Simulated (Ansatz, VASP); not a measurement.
## Au in VASP and in Ansatz

The input INCAR:

```
SYSTEM = Au
PREC = Accurate
ENCUT = 520
EDIFF = 1E-6
ISMEAR = -1
SIGMA = 0.05
LREAL = .FALSE.
LASPH = .TRUE.
NELM = 100
ALGO = Normal
ISIF = 2
LWAVE = .FALSE.
LCHARG = .TRUE.
GGA = PE
LELF = .TRUE.
LVHAR = .TRUE.
NBANDS = 18
```

KPOINTS

```
regular mesh
0
G
  11 11 6
  0 0 0
```

File POSCAR:

```
Au
1.0
    1.4018378006     -2.5387785952      0.0000000000
    1.4018378006      2.5387785952      0.0000000000
    0.0000000000      0.0000000000      4.8603285560
Au
2
Direct
    0.3346720300      0.6653279700      0.2500000000
    0.6653279700      0.3346720300      0.7500000000
```

File input.yaml:

```yaml
crystal:
  lattice:
    - [1.4018378006, -2.5387785952, 0.0]
    - [1.4018378006, 2.5387785952, 0.0]
    - [0.0, 0.0, 4.860328556]
  atoms:
    - { symbol: Au, position: [0.33467203, 0.66532797, 0.25] }
    - { symbol: Au, position: [0.66532797, 0.33467203, 0.75] }
hamiltonian:
  xc: pbe
  pseudopotentials: { kind: paw }
kpoints:
  mp_grid: { grid: [11, 11, 6] }
scf:
  occupations: { method: fermi_dirac, width: 0.05 }
output:
  forces: true
  stress: true
  eigenvalues: true
```

Alike in both runs: task single point; functional PBE; k mesh 11 × 11 × 6; occupations fermi-dirac, width 0.05 eV; no spin polarisation.

```csv
,VASP,Ansatz
version,VASP 6.6.1,Ansatz 0.2.0
potentials or method,"VASP PAW PBE potentials, release 64 (Au)",Ansatz PAW
plane-wave cutoff (eV),520,420
valence electrons in the cell,22,38
```

VASP gave:

```
gap on the k mesh at the Fermi level (eV)                     : none
pressure (GPa)                                                : 6.2
traceless stress, the component that is largest in VASP (GPa) : 3.34
rms of the force components (eV/Å)                            : 0.019
```

**Question.** Which values does Ansatz return?

**Answer.** gap on the k mesh at the Fermi level (eV): none; pressure (GPa): 6.5; traceless stress, the component that is largest in VASP (GPa): 3.36; rms of the force components (eV/Å): 0.020.

Atom by atom the forces differ by 0.000 eV/Å (rms over components). A gap of «none» marks a metal or a gap that the smearing closes. VASP's potentials hold 22 valence electrons a cell and Ansatz's 38, so a difference there can come from the potentials and not from the codes.

Spin-orbit coupling is off throughout.
